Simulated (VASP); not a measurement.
# Si2C (P-3m1) in VASP: a series of runs, part 2 of 2

VASP 6.6.1.

## 4. Relaxation of cell and atoms, PBE

This run uses another cell than the first one, of 14.40 Å³/atom.

The input, INCAR:

```
SYSTEM = Si2C
  ALGO = Normal
  EDIFF = 1E-6
  EDIFFG = -0.04
  ENCUT = 600
  GGA = PE
  IBRION = 2
  ISIF = 3
  ISMEAR = 0
  LASPH = .TRUE.
  LCHARG = .FALSE.
  LREAL = .FALSE.
  LWAVE = .FALSE.
  NELM = 100
  NSW = 90
  PREC = Accurate
  SIGMA = 0.1
```

The input, KPOINTS:

```
k-points
0
G
  6 6 2
  0 0 0
```

The input, POSCAR:

```
Si2C
1.0
    3.4407771500      0.0000000000      0.0000000000
   -1.7203885800      2.9798004200      0.0000000000
    0.0000000000      0.0000000000      8.4281483500
Si C
4 2
Direct
    0.3333333300      0.6666666700      0.0416666700
    0.6666666700      0.3333333300      0.7083333300
    0.3333333300      0.6666666700      0.2916666700
    0.6666666700      0.3333333300      0.9583333300
    0.0000000000      0.0000000000      0.3750000000
    0.0000000000      0.0000000000      0.6250000000
```

Potentials or basis: VASP PAW PBE potentials, release 64 (Si, C).

Launch:

```bash
> cat potpaw_PBE.64/Si/POTCAR potpaw_PBE.64/C/POTCAR > POTCAR
> mpirun -np 1 vasp_std > vasp.out
```

OUTCAR:

```text
SYSTEM = Si2C
   EDIFF = 1E-6
   EDIFFG = -0.04
   ENCUT = 600
   GGA = PE
   IBRION = 2
   ISIF = 3
   ISMEAR = 0
   LASPH = .TRUE.
   LREAL = .FALSE.
   NELM = 100
   NSW = 90
   PREC = Accurate

 ion  position               nearest neighbor table
   1  0.333  0.667  0.042-   4 2.11   4 2.11   3 2.11   4 2.11
   2  0.667  0.333  0.708-   6 2.11   6 2.11   6 2.11   4 2.11
   3  0.333  0.667  0.292-   5 2.11   5 2.11   5 2.11   1 2.11
   4  0.667  0.333  0.958-   1 2.11   1 2.11   2 2.11   1 2.11
   5  0.000  0.000  0.375-   3 2.11   3 2.11   3 2.11
   6  0.000  0.000  0.625-   2 2.11   2 2.11   2 2.11

  LATTYP: Found a hexagonal cell.
 ALAT       =     3.4407771500
 C/A-ratio  =     2.4494897468

  Lattice vectors:

 A1 = (   3.4407771500,   0.0000000000,   0.0000000000)
 A2 = (  -1.7203885800,   2.9798004200,   0.0000000000)
 A3 = (   0.0000000000,   0.0000000000,   8.4281483500)

Analysis of symmetry for initial positions (statically):
=====================================================================
 Subroutine PRICEL returns:
 Original cell was already a primitive cell.

 Routine SETGRP: Setting up the symmetry group for a
 hexagonal supercell.

 Subroutine GETGRP returns: Found 12 space group operations
 (whereof 12 operations were pure point group operations)
 out of a pool of 24 trial point group operations.

The static configuration has the point symmetry D_3d.

Analysis of symmetry for dynamics (positions and initial velocities):
[... 197 lines left out ...]

 number of electron      24.0000000 magnetization

 E-fermi :   6.8265     XC(G=0):  -9.9821

 val. band max:        6.6451513046   @ k =   0.0000   0.0000   0.0000
 cond. band min:       6.9908596935   @ k =   0.0000   0.0000   0.5000
 fundamental gap:      0.3457083889
 Fermi energy:         6.8264784433

 k-point     1 :       0.0000    0.0000    0.0000
  band No.  band energies     occupation
      1      -7.8367      2.00000
      2      -6.3682      2.00000
      3      -5.7255      2.00000
      4       0.6022      2.00000
      5       0.6433      2.00000
      6       3.6954      2.00000
[... 328 lines left out ...]
  FREE ENERGIE OF THE ION-ELECTRON SYSTEM (eV)
  ---------------------------------------------------
  free  energy   TOTEN  =       -36.2320411343 eV

  energy  without entropy=      -36.2320410933  energy(sigma->0) =      -36.23204111

[... ionic steps 4 to 11 ...]

--------------------------------------- Ionic step       12  -------------------------------------------

 number of electron      24.0000001 magnetization

------------------------ aborting loop because EDIFF is reached ----------------------------------------
[... 75 lines left out ...]
--------------------------------------- Ionic step       14  -------------------------------------------

 number of electron      24.0000001 magnetization

 Free energy of the ion-electron system (eV)
  ---------------------------------------------------
  ext. energy  EPLUGINS =         0.00000000
  ---------------------------------------------------
  free energy    TOTEN  =       -38.03646065 eV

  energy without entropy =      -38.02906340  energy(sigma->0) =      -38.03276203

 E-fermi :   8.5969     XC(G=0): -10.6698

 val. band max:        8.4857099240   @ k =   0.3333   0.1667   0.0000
 cond. band min:       8.6369545262   @ k =   0.3333   0.3333   0.0000
 fundamental gap:      0.1512446021
 Fermi energy:         8.5969046942

 k-point     1 :       0.0000    0.0000    0.0000
  band No.  band energies     occupation
      1      -8.1850      2.00000
      2      -5.0876      2.00000
      3      -4.5655      2.00000
      4       0.0958      2.00000
      5       0.8398      2.00000
      6       4.8378      2.00000
[... 288 lines left out ...]
  FREE ENERGIE OF THE ION-ELECTRON SYSTEM (eV)
  ---------------------------------------------------
  free  energy   TOTEN  =       -38.0364606514 eV

  energy  without entropy=      -38.0290634006  energy(sigma->0) =      -38.03276203

 reached required accuracy - stopping structural energy minimisation
```

CONTCAR:

```text
Si2C
   1.00000000000000
     3.2106517265518741    0.0000000003765243   -0.0000000000000000
    -1.6053258676154480    2.7805059571794382    0.0000000000000000
    -0.0000000000000000    0.0000000000000000    8.9029434878575824
  Si              C
     4     2
Direct
     0.3333333300000021    0.6666666699999979    0.0730968542976240
     0.6666666699999979    0.3333333300000021    0.6640737827794272
     0.3333333300000021    0.6666666699999979    0.3359262172205729
     0.6666666699999979    0.3333333300000021    0.9269031457023761
     0.0000000000000000    0.0000000000000000    0.4089070236117380
     0.0000000000000000    0.0000000000000000    0.5910929763882620

  0.00000000E+00  0.00000000E+00  0.00000000E+00
  0.00000000E+00  0.00000000E+00  0.00000000E+00
  0.00000000E+00  0.00000000E+00  0.00000000E+00
  0.00000000E+00  0.00000000E+00  0.00000000E+00
  0.00000000E+00  0.00000000E+00  0.00000000E+00
  0.00000000E+00  0.00000000E+00  0.00000000E+00
```

It took 5.7 min on 1 thread of Intel Xeon 8259CL, shared host; peak memory 0.23 GiB.

What came out:

* Free energy: -38.0365 eV
* Relaxed volume: 13.25 Å³/atom
* Relaxed cell: a = 3.211 Å, b = 3.211 Å, c = 8.903 Å, α = 90.00°, β = 90.00°, γ = 120.00°
* Space group after relaxing (to 0.1 Å): P-3m1 (No. 164)
* Energy gained by relaxing: 523.9 meV/atom
* Ionic steps: 14
* Pressure after relaxing: 0.0 GPa
* Largest force after relaxing: 0.035 eV/Å
* Band gap on the k mesh: zero (bands 12 and 13 overlap by 2.69 eV)

Forces on the atoms (eV/Å):
```
Si   0.000  0.000 -0.035
Si   0.000  0.000 -0.018
Si   0.000  0.000  0.018
Si   0.000  0.000  0.035
C    0.000  0.000 -0.005
C    0.000  0.000  0.005
```

The path:
```csv
step,energy change (eV),largest force (eV/Å),pressure (GPa),volume (Å³)
1,0.0000,6.2952,4.96,86.41
2,-1.1555,3.5396,-5.55,91.96
3,-1.3392,3.2066,-4.24,90.20
4,-2.2337,1.9373,-5.94,87.13
5,-2.3849,2.0574,-6.00,85.53
6,-2.9312,0.8300,6.02,77.33
7,-2.9313,0.7685,6.38,77.16
8,-2.9978,2.2156,0.63,79.24
9,-3.0901,0.7258,2.72,78.40
10,-3.1096,0.3550,-3.16,80.89
11,-3.1345,0.2905,-0.78,79.79
12,-3.1433,0.0479,0.11,79.40
13,-3.1433,0.0490,0.13,79.39
14,-3.1436,0.0355,-0.02,79.48
```

Final structure:
```xyz
6
Lattice="3.2107 0.0000 0.0000 -1.6053 2.7805 0.0000 0.0000 0.0000 8.9029" Properties=species:S:1:pos:R:3 pbc="T T T"
Si    0.0000    1.8537    0.6508
Si    1.6053    0.9268    5.9122
Si    0.0000    1.8537    2.9907
Si    1.6053    0.9268    8.2522
C     0.0000    0.0000    3.6405
C     0.0000    0.0000    5.2625
```

Levels at points of the mesh, in eV from the Fermi level:
| k point | band 10 | band 11 | band 12 | band 13 | band 14 | band 15 |
| --- | --- | --- | --- | --- | --- | --- |
| (0.00, 0.00, 0.00) | -1.14 | 0.79 | 1.40 | 1.90 | 1.90 | 3.97 |
| (0.50, 0.00, 0.00) | -3.99 | -2.70 | -0.97 | -0.82 | 0.53 | 2.47 |
| (0.00, 0.00, 0.50) | -1.14 | 1.40 | 1.87 | 1.87 | 2.17 | 3.96 |
| (0.50, 0.00, 0.50) | -2.85 | -2.74 | -0.71 | 0.15 | 0.71 | 0.97 |

Caveat: the k points lie up to 0.38 Å⁻¹ apart in the final cell, too coarse for converged energies and pressures of a metal.

## 5. Single point, PBE

This run uses another cell than the first one, of 13.23 Å³/atom.

The input, INCAR:

```
ALGO = Normal ; EDIFF = 1E-6
ENCUT = 520 ; GGA = PE
ISIF = 2 ; ISMEAR = 0
LASPH = True ; LCHARG = False
LREAL = False ; LWAVE = False
NBANDS = 21 ; NELM = 80
PREC = Accurate ; SIGMA = 0.1
```

The input, KPOINTS:

```
k-points
0
Gamma
  12 12 4
```

The input, POSCAR:

```
Si2C
1.0
    3.2033421196      0.0000000000      0.0000000000
   -1.6016710598      2.7741756526      0.0000000000
    0.0000000000      0.0000000000      8.9301801925
Si C
4 2
Direct
    0.3333333333      0.6666666667      0.0733828106
    0.6666666667      0.3333333333      0.6637254152
    0.3333333333      0.6666666667      0.3362745848
    0.6666666667      0.3333333333      0.9266171894
    0.0000000000      0.0000000000      0.4091092088
    0.0000000000      0.0000000000      0.5908907912
```

Launch:

```bash
> cat potpaw_PBE.64/Si/POTCAR potpaw_PBE.64/C/POTCAR > POTCAR
> mpirun -np 1 vasp_std > vasp.out
```

Run time: 2.3 min. Hardware: 1 thread of Intel Xeon 8259CL, shared host; peak memory 0.24 GiB.

The run converged. Its results:

| Item | Value |
| --- | --- |
| Free energy | -38.0584 eV |
| Pressure | -0.1 GPa |
| Largest force | 0.015 eV/Å |
| Band gap on the k mesh | zero (bands 12 and 13 overlap by 2.72 eV) |

Forces on the atoms (eV/Å):
```
Si   0.000  0.000 -0.005
Si   0.000  0.000  0.015
Si   0.000  0.000 -0.015
Si   0.000  0.000  0.005
C    0.000  0.000 -0.009
C    0.000  0.000  0.009
```

Stress tensor (GPa, compression positive):
```
-0.02  0.00  0.00
 0.00 -0.02  0.00
 0.00  0.00 -0.17
```

Levels at points of the mesh, in eV from the Fermi level:
```csv
k point,band 9,band 10,band 11,band 12,band 13,band 14,band 15,band 16
"(0.00, 0.00, 0.00)",-1.11,-1.11,0.73,1.49,1.99,1.99,4.04,4.41
"(0.50, 0.00, 0.00)",-4.23,-3.98,-2.68,-0.98,-0.74,0.58,2.47,2.59
"(0.00, 0.00, 0.50)",-1.11,-1.11,1.49,1.97,1.97,2.15,4.02,4.21
"(0.50, 0.00, 0.50)",-5.25,-2.84,-2.72,-0.64,0.15,0.72,1.00,2.23
```

## 6. Relaxation of cell and atoms, PBE

The input, INCAR:

```
PREC = Accurate
ENCUT = 600
EDIFF = 1E-6
ISMEAR = 0
SIGMA = 0.1
LREAL = F
LASPH = T
NELM = 60
ALGO = Normal
ISIF = 3
LWAVE = F
LCHARG = F
GGA = PE
IBRION = 2
NSW = 100
EDIFFG = -0.01
```

The input, KPOINTS:

```
regular mesh
0
Gamma
  12 12 4
```

The input, POSCAR:

```
Si2C
1.0
    3.2114014936      0.0000000000      0.0000000000
   -1.6057007468      2.7811552752      0.0000000000
    0.0000000000      0.0000000000      8.9054525263
Si C
4 2
Direct
    0.3333333333      0.6666666667      0.0730167105
    0.6666666667      0.3333333333      0.6639021336
    0.3333333333      0.6666666667      0.3360978664
    0.6666666667      0.3333333333      0.9269832895
    0.0000000000      0.0000000000      0.4090390565
    0.0000000000      0.0000000000      0.5909609435
```

Potentials or basis: VASP PAW PBE potentials, release 64 (Si, C).

Launch:

```bash
> cat potpaw_PBE.64/Si/POTCAR potpaw_PBE.64/C/POTCAR > POTCAR
> mpirun -np 1 vasp_std > vasp.out
```

Wall time 6.8 min (1 thread of Intel Xeon 8259CL, shared host); peak memory 0.28 GiB.

It converged, with:

* Free energy: -38.0607 eV
* Relaxed volume: 13.21 Å³/atom
* Relaxed cell: a = 3.203 Å, b = 3.203 Å, c = 8.925 Å, α = 90.00°, β = 90.00°, γ = 120.00°
* Space group after relaxing (to 0.1 Å): P-3m1 (No. 164)
* Energy gained by relaxing: 0.2 meV/atom
* Ionic steps: 6
* Pressure after relaxing: 0.0 GPa
* Band gap on the k mesh: zero (bands 12 and 13 overlap by 2.72 eV)

Step by step:
| step | energy change (eV) | largest force (eV/Å) | pressure (GPa) | volume (Å³) |
| --- | --- | --- | --- | --- |
| 1 | 0.0000 | 0.0363 | -0.23 | 79.54 |
| 2 | -0.0012 | 0.0570 | -0.05 | 79.32 |
| 3 | -0.0013 | 0.0525 | -0.09 | 79.37 |
| 4 | -0.0014 | 0.0254 | 0.04 | 79.25 |
| 5 | -0.0015 | 0.0130 | 0.01 | 79.29 |
| 6 | -0.0015 | 0.0015 | 0.01 | 79.29 |

Final structure:
```cif
data_structure
_symmetry_space_group_name_H-M 'P 1'
_symmetry_Int_Tables_number 1
_cell_length_a 3.2029
_cell_length_b 3.2029
_cell_length_c 8.9248
_cell_angle_alpha 90.000
_cell_angle_beta 90.000
_cell_angle_gamma 120.000
_cell_volume 79.29
loop_
_atom_site_label
_atom_site_type_symbol
_atom_site_fract_x
_atom_site_fract_y
_atom_site_fract_z
_atom_site_occupancy
Si1 Si 0.33333 0.66667 0.07335 1
Si2 Si 0.66667 0.33333 0.66383 1
Si3 Si 0.33333 0.66667 0.33617 1
Si4 Si 0.66667 0.33333 0.92665 1
C1 C 0.00000 0.00000 0.40904 1
C2 C 0.00000 0.00000 0.59096 1
```

Levels at points of the mesh, in eV from the Fermi level:
```csv
k point,band 9,band 10,band 11,band 12,band 13,band 14,band 15,band 16
"(0.00, 0.00, 0.00)",-1.11,-1.11,0.74,1.50,1.99,1.99,4.04,4.40
"(0.50, 0.00, 0.00)",-4.23,-3.98,-2.68,-0.98,-0.75,0.58,2.48,2.59
"(0.00, 0.00, 0.50)",-1.11,-1.11,1.49,1.97,1.97,2.15,4.02,4.21
"(0.50, 0.00, 0.50)",-5.25,-2.84,-2.72,-0.65,0.15,0.72,1.01,2.22
```

## 7. The runs side by side

| task | cell | k mesh | cutoff (eV) | gap on the mesh (eV) | pressure (GPa) | relaxed volume (Å³/atom) | largest force (eV/Å) |
| --- | --- | --- | --- | --- | --- | --- | --- |
| single point | a = 3.211, b = 3.211, c = 8.905 Å, angles 90.0, 90.0, 120.0°, 6 atoms, atomic positions A | 6 × 6 × 2 | 520 | none | 0.0 | - | 0.03 |
| single point | a = 3.441, b = 3.441, c = 8.428 Å, angles 90.0, 90.0, 120.0°, 6 atoms, atomic positions B | 6 × 6 × 2 | 520 | 0.68 | 5.0 | - | 6.29 |
| relaxation of cell and atoms | relaxed from a = 3.441, b = 3.441, c = 8.428 Å, angles 90.0, 90.0, 120.0°, 6 atoms, atomic positions B | 6 × 6 × 2 | 600 | none | 0.0 | 13.25 | 0.04 |
| single point | a = 3.203, b = 3.203, c = 8.930 Å, angles 90.0, 90.0, 120.0°, 6 atoms, atomic positions A | 12 × 12 × 4 | 520 | none | -0.1 | - | 0.02 |
| relaxation of cell and atoms | relaxed from a = 3.211, b = 3.211, c = 8.905 Å, angles 90.0, 90.0, 120.0°, 6 atoms, atomic positions A | 12 × 12 × 4 | 600 | none | 0.0 | 13.21 | - |

Alike in all rows: level PBE; potentials or basis VASP PAW PBE potentials, release 64 (Si, C); no spin polarisation; smearing gaussian 0.1 eV.

Caveats: some runs use coarse meshes; the cell stands under pressure (at least some runs); forces of over 1 eV/Å act on the atoms, so gaps and moduli don't describe the material at rest (at least some runs).

Total energies depend on the potentials used, so only differences within one code and one set of settings carry meaning.
